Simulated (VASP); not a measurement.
# HC2 in VASP: relaxation of the atoms with LDA

Aim: the relaxation of the atoms of HC2 with LDA.

All numbers are computed with VASP 6.6.1; they aren't measurements. Logs are shortened: lines on timing, memory, paths and dates and some standing lists are left out, and cuts for length are marked.

### 1 The cell of the first run

The cell holds a slab with vacuum, 30 atoms: a = 5.049 Å, b = 5.049 Å, c = 17.165 Å, α = 90.00°, β = 90.00°, γ = 90.00°.

### 2 Relaxation of the atoms, LDA

INCAR reads:

```
SYSTEM = HC2
PREC     = Accurate       ! precision mode
ENCUT    = 520            ! plane-wave cutoff, eV
EDIFF    = 1E-6           ! SCF threshold, eV
ISMEAR   = 0              ! smearing method
SIGMA    = 0.05           ! smearing width, eV
LREAL    = Auto         
LASPH    = .True.         ! aspherical terms in the spheres
NELM     = 80             ! most SCF steps
ALGO     = Normal         ! electronic algorithm
ISIF     = 2              ! what is computed and relaxed
LWAVE    = .False.        ! write WAVECAR
LCHARG   = .False.        ! write CHGCAR
GGA      = CA             ! functional
IBRION   = 2              ! ionic algorithm
NSW      = 80             ! ionic steps
EDIFFG   = -0.03          ! ionic threshold
```

KPOINTS reads:

```
Automatic mesh
0
Gamma
  2 2 1
  0 0 0
```

POSCAR reads:

```
HC2
1.0
    5.0487420000      0.0000000000      0.0000000000
    0.0000000000      5.0487420000      0.0000000000
    0.0000000000      0.0000000000     17.1647000000
H C
10 20
Selective dynamics
Direct
    0.4277868800      0.0000000000      0.0582591000  F F F
    0.0722131600      0.0000000000      0.0582591000  F F F
    0.9277869200      0.0000000000      0.0582591000  F F F
    0.5722132000      0.0000000000      0.0582591000  F F F
    0.4277868800      0.5000000400      0.0582591000  F F F
    0.0722131600      0.5000000400      0.0582591000  F F F
    0.9277869200      0.5000000400      0.0582591000  F F F
    0.5722132000      0.5000000400      0.0582591000  F F F
    0.3750000300      0.7015466100      0.2828304600  T T T
    0.6666667200      1.1666667600      0.3562369300  T T T
    0.2500000200      0.0000000000      0.0952361500  F F F
    0.7500000600      0.0000000000      0.0952361500  F F F
    0.2500000200      0.5000000400      0.0952361500  F F F
    0.7500000600      0.5000000400      0.0952361500  F F F
    0.2500000200      0.2500000200      0.1472324000  F F F
    0.7500000600      0.2500000200      0.1472324000  F F F
    0.2500000200      0.7500000600      0.1472324000  F F F
    0.7500000600      0.7500000600      0.1472324000  F F F
    0.0000000000      0.2500000200      0.1992286500  T T T
    0.5000000400      0.2500000200      0.1992286500  T T T
    0.0000000000      0.7500000600      0.1992286500  T T T
    0.5000000400      0.7500000600      0.1992286500  T T T
    0.0000000000      0.0000000000      0.2512249000  T T T
    0.5000000400      0.0000000000      0.2512249000  T T T
    0.0000000000      0.5000000400      0.2512249000  T T T
    0.5000000400      0.5000000400      0.2512249000  T T T
    0.2500000200      0.0969069000      0.3008907800  T T T
    0.7500000600      0.0969069000      0.3008907800  T T T
    0.2500000200      0.4030931400      0.2799175100  T T T
    0.7500000600      0.4030931400      0.2799175100  T T T
```

Potentials or basis: VASP PAW LDA potentials, release 64 (H, C).

Run with:

```sh
> cat potpaw_LDA.64/H/POTCAR potpaw_LDA.64/C/POTCAR > POTCAR
> mpirun -np 1 vasp_std > vasp.out
```

OUTCAR:

```text
SYSTEM = HC2
   PREC = Accurate
   ENCUT = 520
   EDIFF = 1E-6
   ISMEAR = 0
   LREAL = Auto
   LASPH = .True.
   NELM = 80
   ISIF = 2
   GGA = CA
   IBRION = 2
   NSW = 80
   EDIFFG = -0.03

 ion  position               nearest neighbor table
   1  0.428  0.000  0.058-   4 0.73  11 1.10
   2  0.072  0.000  0.058-   3 0.73  11 1.10
   3  0.928  0.000  0.058-   2 0.73  12 1.10
   4  0.572  0.000  0.058-   1 0.73  12 1.10
   5  0.428  0.500  0.058-   8 0.73  13 1.10
   6  0.072  0.500  0.058-   7 0.73  13 1.10
   7  0.928  0.500  0.058-   6 0.73  14 1.10
   8  0.572  0.500  0.058-   5 0.73  14 1.10
   9  0.375  0.702  0.283-  26 1.31
  10  0.667  0.167  0.356-  28 1.10
  11  0.250  0.000  0.095-   1 1.10   2 1.10  17 1.55  15 1.55
  12  0.750  0.000  0.095-   4 1.10   3 1.10  18 1.55  16 1.55
  13  0.250  0.500  0.095-   5 1.10   6 1.10  17 1.55  15 1.55
  14  0.750  0.500  0.095-   8 1.10   7 1.10  18 1.55  16 1.55
  15  0.250  0.250  0.147-  11 1.55  13 1.55  19 1.55  20 1.55
  16  0.750  0.250  0.147-  19 1.55  20 1.55  12 1.55  14 1.55
  17  0.250  0.750  0.147-  11 1.55  13 1.55  21 1.55  22 1.55
  18  0.750  0.750  0.147-  12 1.55  21 1.55  14 1.55  22 1.55
  19  0.000  0.250  0.199-  16 1.55  23 1.55  25 1.55  15 1.55  30 2.03  29 2.03
  20  0.500  0.250  0.199-  24 1.55  26 1.55  16 1.55  15 1.55  30 2.03  29 2.03
  21  0.000  0.750  0.199-  23 1.55  18 1.55  25 1.55  17 1.55
  22  0.500  0.750  0.199-  24 1.55  26 1.55  18 1.55  17 1.55
  23  0.000  0.000  0.251-  21 1.55  19 1.55  28 1.60  27 1.60
  24  0.500  0.000  0.251-  22 1.55  20 1.55  28 1.60  27 1.60
  25  0.000  0.500  0.251-  30 1.44  29 1.44  21 1.55  19 1.55
  26  0.500  0.500  0.251-   9 1.31  30 1.44  29 1.44  22 1.55  20 1.55
  27  0.250  0.097  0.301-  29 1.59  24 1.60  23 1.60
  28  0.750  0.097  0.301-  10 1.10  30 1.59  23 1.60  24 1.60
  29  0.250  0.403  0.280-  25 1.44  26 1.44  27 1.59  20 2.03  19 2.03
  30  0.750  0.403  0.280-  25 1.44  26 1.44  28 1.59  19 2.03  20 2.03

  LATTYP: Found a simple tetragonal cell.
 ALAT       =     5.0487420000
 C/A-ratio  =     3.3997974149

  Lattice vectors:

 A1 = (   5.0487420000,   0.0000000000,   0.0000000000)
 A2 = (   0.0000000000,   5.0487420000,   0.0000000000)
 A3 = (   0.0000000000,   0.0000000000,  17.1647000000)

Analysis of symmetry for initial positions (statically):
=====================================================================
 Subroutine PRICEL returns:
 Original cell was already a primitive cell.

 Routine SETGRP: Setting up the symmetry group for a
 simple tetragonal supercell.

 Subroutine GETGRP returns: Found  1 space group operations
 (whereof  1 operations were pure point group operations)
 out of a pool of 16 trial point group operations.

The static configuration has the point symmetry C_1 .

Analysis of symmetry for dynamics (positions and initial velocities):
=====================================================================
 Subroutine PRICEL returns:
 Original cell was already a primitive cell.

 Routine SETGRP: Setting up the symmetry group for a
 simple tetragonal supercell.

 Subroutine GETGRP returns: Found  1 space group operations
 (whereof  1 operations were pure point group operations)
 out of a pool of 16 trial point group operations.

The dynamic configuration has the point symmetry C_1 .

Analysis of constrained symmetry for selective dynamics:
=====================================================================
 Subroutine PRICEL returns:
 Original cell was already a primitive cell.

 Routine SETGRP: Setting up the symmetry group for a
 simple tetragonal supercell.

 Subroutine GETGRP returns: Found  1 space group operations
 (whereof  1 operations were pure point group operations)
 out of a pool of 16 trial point group operations.

The constrained configuration has the point symmetry C_1 .

 Subroutine INISYM returns: Found  1 space group operations
 (whereof  1 operations are pure point group operations),
 and found     1 'primitive' translations

----------------------------------------------------------------------------------------

                                     Primitive cell

  volume of cell :     437.5247

  direct lattice vectors                    reciprocal lattice vectors
     5.048742000  0.000000000  0.000000000     0.198069143  0.000000000  0.000000000
[... 84 lines left out ...]
     0.000000000  0.000000000  0.058259102     0.000000000  0.000000000  1.000000000

  Length of vectors
     0.099034571  0.099034571  0.058259102

  Shift w.r.t. Gamma in fractional coordinates (k-lattice)
     0.000000000  0.000000000  0.000000000

 Subroutine IBZKPT returns following result:
 ===========================================

 Found      4 irreducible k-points:

 Following reciprocal coordinates:
            Coordinates               Weight
  0.000000  0.000000  0.000000      1.000000
  0.500000  0.000000  0.000000      1.000000
  0.000000  0.500000  0.000000      1.000000
  0.500000  0.500000  0.000000      1.000000
   k-points           NKPTS =      4   k-points in BZ     NKDIM =      4   number of bands    NBANDS=     61
   number of dos      NEDOS =    301   number of ions     NIONS =     30
   total plane-waves  NPLWV = 204800
   dimension x,y,z NGX =    40 NGY =   40 NGZ =  128
   dimension x,y,z NGXF=    80 NGYF=   80 NGZF=  256
   ions per type =              10  20
   NGX,Y,Z   is equivalent  to a cutoff of  13.17, 13.17, 12.40 a.u.
   NGXF,Y,Z  is equivalent  to a cutoff of  26.34, 26.34, 24.79 a.u.
 SYSTEM =  HC2
   PREC   = accura    normal or accurate (medium, high low for compatibility)
   ISTART =      0    job   : 0-new  1-cont  2-samecut
   ICHARG =      2    charge: 1-file 2-atom 10-const
   ISPIN  =      1    spin polarized calculation?
   LNONCOLLINEAR =      F non collinear calculations
   LSORBIT =      F    spin-orbit coupling
   LASPH  =      T    aspherical Exc in radial PAW
   ENCUT  =  520.0 eV  38.22 Ry    6.18 a.u.   9.39  9.39 31.91*2*pi/ulx,y,z
   NELM   =     80;   NELMIN=  2; NELMDL= -5     # of ELM steps
   EDIFF  = 0.1E-05   stopping-criterion for ELM
   LREAL  =      T    real-space projection
   EDIFFG = -.3E-01   stopping-criterion for IOM
   NSW    =     80    number of steps for IOM
   IBRION =      2    ionic relax: 0-MD 1-quasi-New 2-CG
   NFREE  =      1    steps in history (QN), initial steepest desc. (CG)
   ISIF   =      2    stress and relaxation
   ISYM   =      2    0-nonsym 1-usesym 2-fastsym
   POTIM  = 0.5000    time-step for ionic-motion
   TEBEG  =    0.0;   TEEND  =   0.0 temperature during run
   PSTRESS=    0.0 pullay stress
   NELECT =      90.0000    total number of electrons
   NUPDOWN=      -1.0000    fix difference up-down
   EMIN   =  10.00;   EMAX   =-10.00  energy-range for DOS
   EFERMI =   0.00;   METHOD = LEGACY
   ISMEAR =     0;   SIGMA  =   0.05  broadening in eV -4-tet -1-fermi 0-gaus
   EFERMI_NEDOS =   21; number of points for ismear=-14 and -15
   IALGO  =     38    algorithm
   IMIX   =      4    mixing-type and parameters
     AMIX     =   0.40;   BMIX     =  1.00
     AMIX_MAG =   1.60;   BMIX_MAG =  1.00
  volume/ion in A,a.u.               =      14.58        98.42
  Fermi-wavevector in a.u.,A,eV,Ry     =   0.966395  1.826222 12.706751  0.933920
  Thomas-Fermi vector in A             =   2.096193
   LORBIT       =      0    0 simple, 1 ext, 2 COOP (PROOUT), +10 PAW based schemes
   GGA     = CA    functional components
   LHFCALC =     F    Hartree Fock is set to
   AEXX    =    0.0000 exact exchange contribution
   IVDW    =     0    specifies the selected vdW correction
   LEPSILON=     F    determine dielectric tensor
   LRPA    =     F    only Hartree local field effects (RPA)
 conjugate gradient relaxation of ions
 non-spin polarized calculation
 Gauss-broadening in eV      SIGMA  =   0.05
  energy-cutoff  :      520.00
  volume of cell :      437.52
 maximum number of plane-waves:     11843
 NGX is ok and might be reduce to    40
   NGX = 19   NGY = 19   NGZ = 63

--------------------------------------- Ionic step        1  -------------------------------------------

 number of electron      90.0000008 magnetization

 Free energy of the ion-electron system (eV)
  ---------------------------------------------------
  ext. energy  EPLUGINS =         0.00000000
  ---------------------------------------------------
  free energy    TOTEN  =      -210.28195405 eV

  energy without entropy =     -210.28193895  energy(sigma->0) =     -210.28194650

------------------------ aborting loop because EDIFF is reached ----------------------------------------

  FORCE on cell =-STRESS in cart. coord.  units (eV):
  Direction    XX          YY          ZZ          XY          YZ          ZX
  --------------------------------------------------------------------------------------
  -------------------------------------------------------------------------------------
  Total       74.1042742    -17.2755796      4.6157744     -1.0779446     -1.1486186     -1.4591016
  in kB      271.3633968    -63.2616675     16.9025637     -3.9473394     -4.2061413     -5.3431031
  external PRESSURE =      75.0014310 kB  Pullay stress =       0.0000000 kB
[... 173 lines left out ...]
  FREE ENERGIE OF THE ION-ELECTRON SYSTEM (eV)
  ---------------------------------------------------
  free  energy   TOTEN  =      -212.9364637328 eV

  energy  without entropy=     -212.9222226902  energy(sigma->0) =     -212.92934321

[... ionic steps 4 to 37 ...]

--------------------------------------- Ionic step       38  -------------------------------------------

 number of electron      90.0000005 magnetization

------------------------ aborting loop because EDIFF is reached ----------------------------------------
[... 123 lines left out ...]
--------------------------------------- Ionic step       40  -------------------------------------------

 number of electron      90.0000005 magnetization

 Free energy of the ion-electron system (eV)
  ---------------------------------------------------
  ext. energy  EPLUGINS =         0.00000000
  ---------------------------------------------------
  free energy    TOTEN  =      -218.74162569 eV

  energy without entropy =     -218.73458673  energy(sigma->0) =     -218.73810621

 E-fermi :   0.4447     XC(G=0):  -5.1519

 val. band max:        0.4004241931   @ k =   0.0000   0.0000   0.0000
 cond. band min:       0.5011795403   @ k =   0.5000   0.0000   0.0000
 fundamental gap:      0.1007553472
 Fermi energy:         0.4447422728

 k-point     1 :       0.0000    0.0000    0.0000
  band No.  band energies     occupation
      1     -20.9112      2.00000
      2     -18.5757      2.00000
      3     -16.6939      2.00000
      4     -16.3464      2.00000
      5     -16.2212      2.00000
      6     -16.1603      2.00000
[... 229 lines left out ...]
     56       6.1735      0.00000
     57       6.5976      0.00000
 [bands above 57 left out]

------------------------ aborting loop because EDIFF is reached ----------------------------------------

  FORCE on cell =-STRESS in cart. coord.  units (eV):
  Direction    XX          YY          ZZ          XY          YZ          ZX
  --------------------------------------------------------------------------------------
  -------------------------------------------------------------------------------------
  Total       64.1726063    -14.9989909     -6.1083872     -0.0080339     -0.0319211      0.0021495
  in kB      234.9944942    -54.9249980    -22.3683817     -0.0294195     -0.1168923      0.0078712
  external PRESSURE =      52.5670382 kB  Pullay stress =       0.0000000 kB
[... 45 lines left out ...]
  FREE ENERGIE OF THE ION-ELECTRON SYSTEM (eV)
  ---------------------------------------------------
  free  energy   TOTEN  =      -218.7416256867 eV

  energy  without entropy=     -218.7345867288  energy(sigma->0) =     -218.73810621

 reached required accuracy - stopping structural energy minimisation
```

Run time: 2 h. Hardware: 1 thread of Intel Xeon 8259CL, shared host; peak memory 0.36 GiB.

What came out:

| Item | Value |
| --- | --- |
| Free energy | -218.7416 eV |
| Energy gained by relaxing | 282.0 meV/atom |
| Ionic steps | 40 |
| Band gap on the k mesh | zero (bands 45 and 46 overlap by 0.31 eV) |

Step by step:
```
step  energy change (eV)  largest force on free atoms (eV/Å)  pressure (GPa)
   1              0.0000                              5.8788            7.50
   2             -0.4994                              8.3189            8.10
   3             -2.6545                              3.1107            7.13
   4             -3.6905                              3.7905            7.21
   5             -3.7161                              3.3863            7.15
   6             -4.8544                              3.7778            6.65
   7             -4.9711                              4.3661            6.60
   8             -5.6605                              3.7821            6.25
   9             -6.4445                              3.6020            5.69
  10             -7.0686                              2.1334            5.51
  11             -7.2907                              2.0438            5.49
  12             -7.5279                              1.9282            5.31
  13             -7.6531                              1.8091            5.09
  14             -7.8244                              1.4284            5.08
  15             -7.9208                              1.3112            5.12
  16             -8.0687                              1.1413            5.29
  17             -8.1259                              1.2985            5.52
  18             -8.2469                              0.9876            5.47
  19             -8.2971                              1.3904            5.43
  20             -8.3866                              0.6098            5.19
  21             -8.3929                              0.6337            5.12
  22             -8.4182                              0.4257            5.13
  23             -8.4197                              0.4502            5.13
  24             -8.4312                              0.2492            5.16
  25             -8.4327                              0.4011            5.18
  26             -8.4424                              0.2285            5.21
  27             -8.4467                              0.2245            5.24
  28             -8.4520                              0.1429            5.27
  29             -8.4524                              0.1636            5.28
  30             -8.4554                              0.1092            5.28
  31             -8.4556                              0.1120            5.28
  32             -8.4574                              0.0858            5.27
  33             -8.4574                              0.0969            5.26
  34             -8.4582                              0.0749            5.27
  35             -8.4583                              0.0779            5.27
  36             -8.4590                              0.0562            5.26
  37             -8.4592                              0.0851            5.26
  38             -8.4596                              0.0519            5.25
  39             -8.4596                              0.0425            5.25
  40             -8.4597                              0.0269            5.26
```

Final structure:
```xyz
30
Lattice="5.0487 0.0000 0.0000 0.0000 5.0487 0.0000 0.0000 0.0000 17.1647" Properties=species:S:1:pos:R:3 pbc="T T T"
H     2.1598    0.0000    1.0000
H     0.3646    0.0000    1.0000
H     4.6842    0.0000    1.0000
H     2.8890    0.0000    1.0000
H     2.1598    2.5244    1.0000
H     0.3646    2.5244    1.0000
H     4.6842    2.5244    1.0000
H     2.8890    2.5244    1.0000
H     1.2632    2.4595    6.1487
H     3.7851    0.0739    6.1510
C     1.2622    0.0000    1.6347
C     3.7866    0.0000    1.6347
C     1.2622    2.5244    1.6347
C     3.7866    2.5244    1.6347
C     1.2622    1.2622    2.5272
C     3.7866    1.2622    2.5272
C     1.2622    3.7866    2.5272
C     3.7866    3.7866    2.5272
C     5.0486    1.2621    3.3395
C     2.5241    1.2624    3.3394
C     0.0001    3.7865    3.4808
C     2.5242    3.7866    3.4804
C     0.0139    0.0712    4.3178
C     2.5102    0.0716    4.3172
C     5.0349    2.4529    4.3172
C     2.5383    2.4531    4.3166
C     1.2625    0.4814    5.0078
C     3.7862    0.4748    5.1234
C     1.2623    2.0506    5.1243
C     3.7865    2.0429    5.0052
```

Levels at points of the mesh, in eV from the Fermi level:
```
           k point  band 41  band 42  band 43  band 44  band 45  band 46  band 47  band 48  band 49  band 50
(0.00, 0.00, 0.00)    -2.88    -2.82    -0.68    -0.39    -0.24    -0.04     2.07     3.14     3.72     3.84
(0.50, 0.00, 0.00)    -2.67    -2.67    -2.36    -2.36     0.06     0.06     3.28     3.28     4.23     4.23
(0.00, 0.50, 0.00)    -3.65    -2.65    -0.44    -0.26    -0.20    -0.20     2.94     2.95     3.57     3.58
(0.50, 0.50, 0.00)    -3.20    -3.20    -2.79    -2.79     0.11     0.12     3.91     3.91     3.97     3.97
```

Caveat: the k points lie up to 0.62 Å⁻¹ apart; there is no dipole correction, which matters where the two faces differ.

The gap in the log of VASP goes by the Fermi energy; the results here count the filled bands.